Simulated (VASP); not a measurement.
# Ti3Al (P-6m2) in VASP: notebook, part 2 of 2

VASP 6.6.1.

**3. Single point, PBEsol**

This run uses another cell than the first one, of 16.59 Å³/atom.

INCAR

```
ALGO     = Fast           # electronic algorithm
EDIFF    = 1E-6           # SCF threshold, eV
ENCUT    = 520            # plane-wave cutoff, eV
GGA      = PS             # functional
ISIF     = 2              # what is computed and relaxed
ISMEAR   = 0              # smearing method
LASPH    = T              # aspherical terms in the spheres
LCHARG   = T              # write CHGCAR
LELF     = T              # ELF
LREAL    = F              # projectors in reciprocal space
LVHAR    = T            
LWAVE    = F              # write WAVECAR
NBANDS   = 28             # bands
NELM     = 100            # most SCF steps
PREC     = Accurate       # precision mode
SIGMA    = 0.1            # smearing width, eV
```

KPOINTS

```
k-points
0
Gamma
  18 18 6
```

POSCAR

```
Ti3Al
1.0
    2.8953889943      0.0000000000      0.0000000000
   -1.4476944972      2.5074804229      0.0000000000
    0.0000000000      0.0000000000      9.1383221274
Ti Al
3 1
Direct
    0.6666666667      0.3333333333      0.0000000000
    0.3333333333      0.6666666667      0.7511775950
    0.3333333333      0.6666666667      0.2488224050
    0.6666666667      0.3333333333      0.5000000000
```

Potentials or basis: VASP PAW PBE potentials, release 64 (Ti_sv, Al).

On the command line:

```
cat potpaw_PBE.64/Ti_sv/POTCAR potpaw_PBE.64/Al/POTCAR > POTCAR
mpirun -np 1 vasp_std > vasp.out
```

OUTCAR:

```text
EDIFF = 1E-6
   ENCUT = 520
   GGA = PS
   ISIF = 2
   ISMEAR = 0
   LASPH = T
   LREAL = F
   NELM = 100
   PREC = Accurate

 ion  position               nearest neighbor table
   1  0.667  0.333  0.000-   2 2.82   3 2.82   2 2.82   3 2.82   2 2.82   3 2.82
   2  0.333  0.667  0.751-   1 2.82   1 2.82   1 2.82   4 2.84   4 2.84   4 2.84
   3  0.333  0.667  0.249-   1 2.82   1 2.82   1 2.82   4 2.84   4 2.84   4 2.84
[... 948 lines left out ...]
  Direction    XX          YY          ZZ          XY          YZ          ZX
  --------------------------------------------------------------------------------------
  -------------------------------------------------------------------------------------
  Total       -0.0522554     -0.0522554     -0.0183095      0.0000000     -0.0000000     -0.0000000
  in kB       -1.2619166     -1.2619166     -0.4421570      0.0000000     -0.0000000     -0.0000000
  external PRESSURE =      -0.9886634 kB  Pullay stress =       0.0000000 kB

 VOLUME and BASIS-vectors are now :
 -----------------------------------------------------------------------------
  energy-cutoff  :      520.00
  volume of cell :       66.35
      direct lattice vectors                 reciprocal lattice vectors
     2.895388994  0.000000000  0.000000000     0.345376736  0.199403351  0.000000000
    -1.447694497  2.507480423  0.000000000     0.000000000  0.398806703  0.000000000
     0.000000000  0.000000000  9.138322127     0.000000000  0.000000000  0.109429279

 POSITION                                       TOTAL-FORCE (eV/Angst)
 -----------------------------------------------------------------------------------
      1.44769      0.83583      0.00000        -0.000000     -0.000000      0.000000
     -0.00000      1.67165      6.86450         0.000000      0.000000      0.013425
     -0.00000      1.67165      2.27382         0.000000     -0.000000     -0.013425
      1.44769      0.83583      4.56916        -0.000000     -0.000000      0.000000
 -----------------------------------------------------------------------------------
    total drift:                                0.000000     -0.000000      0.000000

  FREE ENERGIE OF THE ION-ELECTRON SYSTEM (eV)
  ---------------------------------------------------
  free  energy   TOTEN  =       -29.6301669283 eV

  energy  without entropy=      -29.6118821959  energy(sigma->0) =      -29.62102456
```

stdout:

```text
POSCAR found type information on POSCAR TiAl
 POSCAR found :  2 types and       4 ions
 scaLAPACK will be used
 -----------------------------------------------------------------------------
|                                                                             |
|                                                                             |
[... 19 lines left out ...]
WARNING in EDDRMM: call to ZHEGV failed, returncode =   6  3     16
WARNING in EDDRMM: call to ZHEGV failed, returncode =   8  4     15
WARNING in EDDRMM: call to ZHEGV failed, returncode =   6  3     16
WARNING in EDDRMM: call to ZHEGV failed, returncode =   6  3     23
WARNING in EDDRMM: call to ZHEGV failed, returncode =   6  3     16
WARNING in EDDRMM: call to ZHEGV failed, returncode =   6  3      8
WARNING in EDDRMM: call to ZHEGV failed, returncode =   8  4     11
WARNING in EDDRMM: call to ZHEGV failed, returncode =   6  3     14
```

Wall time 9.4 min (1 thread of Intel Xeon 6975P-C (Granite Rapids), shared host); peak memory 0.35 GiB.

What came out:

```yaml
Free_energy: -29.6302 eV
Pressure: -0.1 GPa
Largest_force: 0.013 eV/Å
Band_gap_on_the_k_mesh: zero (an odd number of electrons rules out a gap without spin polarisation)
```

Forces on the atoms (eV/Å):
```
Ti   0.000  0.000  0.000
Ti   0.000  0.000  0.013
Ti   0.000  0.000 -0.013
Al   0.000  0.000  0.000
```

Stress tensor (GPa, compression positive):
```
-0.13  0.00  0.00
 0.00 -0.13  0.00
 0.00  0.00 -0.04
```

Caveat: the PAW data sets were made with another functional, which shifts forces and pressure a little.

**4. Relaxation of cell and atoms, PBEsol**

INCAR

```
ALGO = Fast
EDIFF = 1E-6
EDIFFG = -0.002
ENCUT = 600
GGA = PS
IBRION = 2
ISIF = 3
ISMEAR = 0
LASPH = True
LCHARG = False
LREAL = False
LWAVE = False
NELM = 60
NSW = 100
PREC = Accurate
SIGMA = 0.1
```

KPOINTS is that of step 3.

POSCAR

```
Ti3Al
1.0
    2.9275422200      0.0000000000      0.0000000000
   -1.4637711100      2.5353259400      0.0000000000
    0.0000000000      0.0000000000      9.2263620000
Ti Al
3 1
Direct
    0.6666666700      0.3333333300      0.0000000000
    0.3333333300      0.6666666700      0.7505940000
    0.3333333300      0.6666666700      0.2494060000
    0.6666666700      0.3333333300      0.5000000000
```

On the command line:

```
cat potpaw_PBE.64/Ti_sv/POTCAR potpaw_PBE.64/Al/POTCAR > POTCAR
mpirun -np 1 vasp_std > vasp.out
```

Run time: 31 min. Hardware: 1 thread of Intel Xeon 6975P-C (Granite Rapids), shared host; peak memory 0.41 GiB.

The run converged. Its results:

```
Free energy                           : -29.6306 eV
Relaxed volume                        : 16.57 Å³/atom
Relaxed cell                          : a = 2.894 Å, b = 2.894 Å, c = 9.137 Å, α = 90.00°, β = 90.00°, γ = 120.00°
Space group after relaxing (to 0.1 Å) : P-6m2 (No. 187)
Energy gained by relaxing             : 6.4 meV/atom
Ionic steps                           : 16
Pressure after relaxing               : 0.0 GPa
Band gap on the k mesh                : zero (an odd number of electrons rules out a gap without spin polarisation)
```

The path:
```csv
step,energy change (eV),largest force (eV/Å),pressure (GPa),volume (Å³)
1,0.0000,0.0771,-3.55,68.48
2,-0.0131,0.0135,2.53,64.79
3,-0.0255,0.0409,0.00,66.28
4,-0.0255,0.0415,0.04,66.24
5,-0.0257,0.0185,0.05,66.24
6,-0.0257,0.0106,0.06,66.24
7,-0.0257,0.0107,0.06,66.24
8,-0.0257,0.0081,0.05,66.24
9,-0.0257,0.0125,0.06,66.24
10,-0.0258,0.0051,-0.01,66.30
11,-0.0258,0.0036,-0.06,66.31
12,-0.0258,0.0047,-0.08,66.31
13,-0.0258,0.0048,-0.04,66.30
14,-0.0258,0.0020,-0.03,66.28
15,-0.0258,0.0030,-0.01,66.27
16,-0.0258,0.0012,-0.01,66.27
```

Final structure:
```cif
data_structure
_symmetry_space_group_name_H-M 'P 1'
_symmetry_Int_Tables_number 1
_cell_length_a 2.8941
_cell_length_b 2.8941
_cell_length_c 9.1369
_cell_angle_alpha 90.000
_cell_angle_beta 90.000
_cell_angle_gamma 120.000
_cell_volume 66.27
loop_
_atom_site_label
_atom_site_type_symbol
_atom_site_fract_x
_atom_site_fract_y
_atom_site_fract_z
_atom_site_occupancy
Ti1 Ti 0.66667 0.33333 0.00000 1
Ti2 Ti 0.33333 0.66667 0.75130 1
Ti3 Ti 0.33333 0.66667 0.24870 1
Al1 Al 0.66667 0.33333 0.50000 1
```

Levels at points of the mesh, in eV from the Fermi level:
```
           k point  band 17  band 18  band 19  band 20  band 21  band 22  band 23
(0.00, 0.00, 0.00)    -0.78     0.55     0.77     0.85     0.85     0.94     0.94
(0.50, 0.00, 0.00)    -1.50    -1.27    -0.65    -0.36     0.92     1.06     1.20
(0.00, 0.00, 0.50)    -1.05     0.49     0.81     0.85     0.85     0.94     0.94
(0.50, 0.00, 0.50)    -1.58    -1.25    -0.96     0.01     0.88     0.94     1.12
```

Caveat: the highest band is partly filled, so the run has too few bands; the PAW data sets were made with another functional, which shifts forces and pressure a little.

**5. Summary**

| task | cell | k mesh | cutoff (eV) | gap on the mesh (eV) | pressure (GPa) | largest force (eV/Å) |
| --- | --- | --- | --- | --- | --- | --- |
| single point | a = 2.928, b = 2.928, c = 9.226 Å, angles 90.0, 90.0, 120.0°, 4 atoms, atomic positions A | 9 × 9 × 2 | 520 | none | -3.5 | 0.10 |
| single point | a = 2.895, b = 2.895, c = 9.138 Å, angles 90.0, 90.0, 120.0°, 4 atoms, atomic positions B | 18 × 18 × 6 | 520 | none | -0.1 | 0.01 |
| relaxation of cell and atoms | relaxed from a = 2.928, b = 2.928, c = 9.226 Å, angles 90.0, 90.0, 120.0°, 4 atoms, atomic positions A | 18 × 18 × 6 | 600 | none | 0.0 | - |

Alike in all rows: level PBEsol; potentials or basis VASP PAW PBE potentials, release 64 (Ti_sv, Al); no spin polarisation; smearing gaussian 0.1 eV.

Caveats: the PAW data sets were made with another functional, which shifts forces and pressure a little; the cell stands under tension (at least some runs); the highest band is partly filled, so the run has too few bands (at least some runs).

Total energies depend on the potentials used, so only differences within one code and one set of settings carry meaning.
